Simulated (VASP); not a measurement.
# Cl (Pm-3m) in VASP: notebook, part 2 of 2

VASP 6.6.1. The steps go on from the part before.

## 5. Relaxation of cell and atoms, LDA

This run uses another cell than the first one, of 24.64 Å³/atom, 1.191 times its volume.

The input, INCAR:

```
  ALGO = Normal
  EDIFF = 1E-6
  EDIFFG = -0.01
  ENCUT = 600
  IBRION = 2
  ISIF = 3
  ISMEAR = -1
  LASPH = T
  LCHARG = F
  LREAL = F
  LWAVE = F
  NELM = 80
  NSW = 80
  PREC = Accurate
  SIGMA = 0.05
```

The input, KPOINTS:

```
k-points
0
Gamma
  14 14 14
```

The input, POSCAR:

```
Cl
1.0
    2.9100000000      0.0000000000      0.0000000000
    0.0000000000      2.9100000000      0.0000000000
    0.0000000000      0.0000000000      2.9100000000
Cl
1
Direct
    0.0000000000      0.0000000000      0.0000000000
```

Potentials or basis: VASP PAW LDA potentials, release 64 (Cl).

Started as:

```console
cat potpaw_LDA.64/Cl/POTCAR > POTCAR
mpirun -np 1 vasp_std > vasp.out
```

OUTCAR:

```text
EDIFF = 1E-6
   EDIFFG = -0.01
   ENCUT = 600
   IBRION = 2
   ISIF = 3
   ISMEAR = -1
   LASPH = T
   LREAL = F
   NELM = 80
   NSW = 80
   PREC = Accurate

 ion  position               nearest neighbor table
   1  0.000  0.000  0.000-

  LATTYP: Found a simple cubic cell.
 ALAT       =     2.9100000000

  Lattice vectors:

 A1 = (   2.9100000000,   0.0000000000,   0.0000000000)
 A2 = (   0.0000000000,   2.9100000000,   0.0000000000)
 A3 = (   0.0000000000,   0.0000000000,   2.9100000000)

Analysis of symmetry for initial positions (statically):
=====================================================================
 Subroutine PRICEL returns:
 Original cell was already a primitive cell.

 Routine SETGRP: Setting up the symmetry group for a
 simple cubic supercell.

 Subroutine GETGRP returns: Found 48 space group operations
 (whereof 48 operations were pure point group operations)
 out of a pool of 48 trial point group operations.

The static configuration has the point symmetry O_h .

Analysis of symmetry for dynamics (positions and initial velocities):
=====================================================================
 Subroutine PRICEL returns:
 Original cell was already a primitive cell.

 Routine SETGRP: Setting up the symmetry group for a
 simple cubic supercell.

 Subroutine GETGRP returns: Found 48 space group operations
 (whereof 48 operations were pure point group operations)
 out of a pool of 48 trial point group operations.

The dynamic configuration has the point symmetry O_h .

 Subroutine INISYM returns: Found 48 space group operations
 (whereof 48 operations are pure point group operations),
 and found     1 'primitive' translations

----------------------------------------------------------------------------------------

                                     Primitive cell

  volume of cell :      24.6422

  direct lattice vectors                    reciprocal lattice vectors
     2.910000000  0.000000000  0.000000000     0.343642612  0.000000000  0.000000000
     0.000000000  2.910000000  0.000000000     0.000000000  0.343642612  0.000000000
     0.000000000  0.000000000  2.910000000     0.000000000  0.000000000  0.343642612

  length of vectors
     2.910000000  2.910000000  2.910000000     0.343642612  0.343642612  0.343642612

  position of ions in fractional coordinates (direct lattice)
     0.000000000  0.000000000  0.000000000

  ion indices of the primitive-cell ions
   primitive index   ion index
                 1           1

----------------------------------------------------------------------------------------

 KPOINTS: k-points

Automatic generation of k-mesh.
 Grid dimensions read from file:
 generate k-points for:   14   14   14

 Generating k-lattice:

  Cartesian coordinates                     Fractional coordinates (reciprocal lattice)
     0.024545901  0.000000000  0.000000000     0.071428571  0.000000000  0.000000000
     0.000000000  0.024545901  0.000000000     0.000000000  0.071428571  0.000000000
     0.000000000  0.000000000  0.024545901     0.000000000  0.000000000  0.071428571

  Length of vectors
     0.024545901  0.024545901  0.024545901

  Shift w.r.t. Gamma in fractional coordinates (k-lattice)
     0.000000000  0.000000000  0.000000000

 Subroutine IBZKPT returns following result:
 ===========================================

 Found    120 irreducible k-points:

 Following reciprocal coordinates:
            Coordinates               Weight
  0.000000  0.000000  0.000000      1.000000
  0.071429  0.000000  0.000000      6.000000
  0.142857  0.000000  0.000000      6.000000
  0.214286  0.000000  0.000000      6.000000
  0.285714  0.000000  0.000000      6.000000
  0.357143  0.000000  0.000000      6.000000
[... 16 lines left out ...]
  0.285714  0.214286  0.000000     24.000000
  0.357143  0.214286  0.000000     24.000000
 [... further k-points ...]
   k-points           NKPTS =    120   k-points in BZ     NKDIM =    120   number of bands    NBANDS=      7
   number of dos      NEDOS =    301   number of ions     NIONS =      1
   total plane-waves  NPLWV =  13824
   dimension x,y,z NGX =    24 NGY =   24 NGZ =   24
   dimension x,y,z NGXF=    48 NGYF=   48 NGZF=   48
   ions per type =               1
   NGX,Y,Z   is equivalent  to a cutoff of  13.71, 13.71, 13.71 a.u.
   NGXF,Y,Z  is equivalent  to a cutoff of  27.42, 27.42, 27.42 a.u.
 SYSTEM =  unknown system
   PREC   = accura    normal or accurate (medium, high low for compatibility)
   ISTART =      0    job   : 0-new  1-cont  2-samecut
   ICHARG =      2    charge: 1-file 2-atom 10-const
   ISPIN  =      1    spin polarized calculation?
   LNONCOLLINEAR =      F non collinear calculations
   LSORBIT =      F    spin-orbit coupling
   LASPH  =      T    aspherical Exc in radial PAW
   ENCUT  =  600.0 eV  44.10 Ry    6.64 a.u.   5.81  5.81  5.81*2*pi/ulx,y,z
   NELM   =     80;   NELMIN=  2; NELMDL= -5     # of ELM steps
   EDIFF  = 0.1E-05   stopping-criterion for ELM
   LREAL  =      F    real-space projection
   EDIFFG = -.1E-01   stopping-criterion for IOM
   NSW    =     80    number of steps for IOM
   IBRION =      2    ionic relax: 0-MD 1-quasi-New 2-CG
   NFREE  =      1    steps in history (QN), initial steepest desc. (CG)
   ISIF   =      3    stress and relaxation
   ISYM   =      2    0-nonsym 1-usesym 2-fastsym
   POTIM  = 0.5000    time-step for ionic-motion
   TEBEG  =    0.0;   TEEND  =   0.0 temperature during run
   PSTRESS=    0.0 pullay stress
   NELECT =       7.0000    total number of electrons
   NUPDOWN=      -1.0000    fix difference up-down
   EMIN   =  10.00;   EMAX   =-10.00  energy-range for DOS
   EFERMI =   0.00;   METHOD = LEGACY
   ISMEAR =    -1;   SIGMA  =   0.05  broadening in eV -4-tet -1-fermi 0-gaus
   EFERMI_NEDOS =   21; number of points for ismear=-14 and -15
   IALGO  =     38    algorithm
   IMIX   =      4    mixing-type and parameters
     AMIX     =   0.40;   BMIX     =  1.00
     AMIX_MAG =   1.60;   BMIX_MAG =  1.00
  volume/ion in A,a.u.               =      24.64       166.29
  Fermi-wavevector in a.u.,A,eV,Ry     =   1.076171  2.033668 15.757499  1.158144
  Thomas-Fermi vector in A             =   2.212048
   LORBIT       =      0    0 simple, 1 ext, 2 COOP (PROOUT), +10 PAW based schemes
   GGA     = CA    functional components
   LHFCALC =     F    Hartree Fock is set to
   AEXX    =    0.0000 exact exchange contribution
   IVDW    =     0    specifies the selected vdW correction
   LEPSILON=     F    determine dielectric tensor
   LRPA    =     F    only Hartree local field effects (RPA)
 conjugate gradient relaxation of ions
 non-spin polarized calculation
  energy-cutoff  :      600.00
  volume of cell :       24.64
 maximum number of plane-waves:       844
 NGX is ok and might be reduce to    24
   NGX = 11   NGY = 11   NGZ = 11

--------------------------------------- Ionic step        1  -------------------------------------------

 number of electron       7.0000001 magnetization

 Free energy of the ion-electron system (eV)
  ---------------------------------------------------
  ext. energy  EPLUGINS =         0.00000000
  ---------------------------------------------------
  free energy    TOTEN  =        -1.67650992 eV

  energy without entropy =       -1.66391450  energy(sigma->0) =       -1.67021221

------------------------ aborting loop because EDIFF is reached ----------------------------------------

  FORCE on cell =-STRESS in cart. coord.  units (eV):
  Direction    XX          YY          ZZ          XY          YZ          ZX
  --------------------------------------------------------------------------------------
  -------------------------------------------------------------------------------------
  Total       -0.9309910     -0.9309910     -0.9309910     -0.0000000      0.0000000      0.0000000
  in kB      -60.5308947    -60.5308947    -60.5308947     -0.0000000      0.0000000      0.0000000
  external PRESSURE =     -60.5308947 kB  Pullay stress =       0.0000000 kB
[... 90 lines left out ...]
  energy  without entropy=       -1.7561763952  energy(sigma->0) =       -1.76090307

--------------------------------------- Ionic step        4  -------------------------------------------

 number of electron       7.0000000 magnetization

 Free energy of the ion-electron system (eV)
  ---------------------------------------------------
  ext. energy  EPLUGINS =         0.00000000
  ---------------------------------------------------
  free energy    TOTEN  =        -1.76564226 eV

  energy without entropy =       -1.75624594  energy(sigma->0) =       -1.76094410

 E-fermi :   2.7628     XC(G=0):  -9.9631

 val. band max:        2.7573309191   @ k =   0.2857   0.1429   0.0714
 cond. band min:       2.8033564591   @ k =   0.3571   0.0714   0.0000
 fundamental gap:      0.0460255400
 Fermi energy:         2.7628332379

 k-point     1 :       0.0000    0.0000    0.0000
  band No.  band energies     occupation
      1     -13.8783      2.00000
      2       2.5780      1.95158
      3       2.5780      1.95158
      4       2.5780      1.95158
      5      10.8329      0.00000
      6      12.4054      0.00000
      7      12.4054      0.00000
[... 221 lines left out ...]
 k-point    24 :       0.3571    0.2143    0.0000
  band No.  band energies     occupation
      1     -12.2914      2.00000
      2      -2.0419      2.00000
      3       0.6691      2.00000
      4       3.4416      0.00000
      5      12.3740      0.00000
      6      14.4984      0.00000
      7      17.8269      0.00000

 [... further k-points ...]
[... 5 lines left out ...]
  --------------------------------------------------------------------------------------
  -------------------------------------------------------------------------------------
  Total        0.0053102      0.0053102      0.0053102     -0.0000000     -0.0000000     -0.0000000
  in kB        0.4116383      0.4116383      0.4116383     -0.0000000     -0.0000000     -0.0000000
  external PRESSURE =       0.4116383 kB  Pullay stress =       0.0000000 kB
[... 16 lines left out ...]
  FREE ENERGIE OF THE ION-ELECTRON SYSTEM (eV)
  ---------------------------------------------------
  free  energy   TOTEN  =        -1.7656422555 eV

  energy  without entropy=       -1.7562459428  energy(sigma->0) =       -1.76094410

 reached required accuracy - stopping structural energy minimisation
```

CONTCAR:

```text
Cl
   1.00000000000000
     2.7443156606553991   -0.0000000000000000    0.0000000000000000
    -0.0000000000000000    2.7443156606553991   -0.0000000000000000
     0.0000000000000000    0.0000000000000000    2.7443156606553991
  Cl
     1
Direct
     0.0000000000000000    0.0000000000000000    0.0000000000000000

  0.00000000E+00  0.00000000E+00  0.00000000E+00
```

Run time: 9.3 s. Hardware: 1 thread of Intel Xeon 6975P-C (Granite Rapids), shared host; peak memory 0.13 GiB.

What came out:

| Quantity | Value |
| --- | --- |
| Free energy | -1.7656 eV |
| Relaxed volume | 20.67 Å³/atom |
| Relaxed cell | a = 2.744 Å, b = 2.744 Å, c = 2.744 Å, α = 90.00°, β = 90.00°, γ = 90.00° |
| Space group after relaxing (to 0.05 Å) | Pm-3m (No. 221) |
| Energy gained by relaxing | 89.1 meV/atom |
| Ionic steps | 4 |
| Pressure after relaxing | 0.0 GPa |

The path:
```
step  energy change (eV)  largest force (eV/Å)  pressure (GPa)  volume (Å³)
   1              0.0000                0.0000           -6.05        24.64
   2             -0.0846                0.0000           -1.81        21.47
   3             -0.0891                0.0000           -0.11        20.74
   4             -0.0891                0.0000            0.04        20.67
```

Final structure:
```
Cl
1.0
     2.74432    0.00000    0.00000
     0.00000    2.74432    0.00000
     0.00000    0.00000    2.74432
Cl
1
Direct
  0.00000 0.00000 0.00000
```

Levels at points of the mesh, in eV from the Fermi level:
```csv
k point,band 2,band 3,band 4,band 5,band 6,band 7
"(0.00, 0.00, 0.00)",-0.18,-0.18,-0.18,8.07,9.64,9.64
"(0.50, 0.00, 0.00)",-6.19,0.59,0.59,11.40,11.86,13.20
"(0.50, 0.50, 0.00)",-4.76,-4.76,1.26,5.39,13.70,16.70
"(0.50, 0.50, 0.50)",-3.58,-3.58,-3.58,8.17,8.17,8.17
```

Caveat: the volume moved by over 15 % at a fixed basis, so the end points are rough; an odd number of electrons without spin polarisation forces a metal; a magnetic or distorted state may lie lower.

## 6. The runs side by side

| task | cell | k mesh | cutoff (eV) | gap on the mesh (eV) | pressure (GPa) |
| --- | --- | --- | --- | --- | --- |
| single point | a = 2.745 Å, 1 atom | 14 × 14 × 14 | 520 | none | -0.1 |
| single point | a = 2.744 Å, 1 atom | 15 × 15 × 15 | 520 | none | 0.0 |
| relaxation of cell and atoms | relaxed from a = 2.745 Å, 1 atom | 15 × 15 × 15 | 600 | none | 0.0 |
| relaxation of cell and atoms | relaxed from a = 2.910 Å, 1 atom | 14 × 14 × 14 | 600 | none | 0.0 |

Alike in all rows: level LDA; potentials or basis VASP PAW LDA potentials, release 64 (Cl); no spin polarisation; smearing fermi-dirac 0.05 eV.

Caveats: an odd number of electrons without spin polarisation forces a metal; a magnetic or distorted state may lie lower; the relaxation stopped at its first step, so nothing moved (some runs); the volume moved by over 15 % at a fixed basis, so the end points are rough (some runs).

Absolute energies hang on the potentials; compare differences alone.
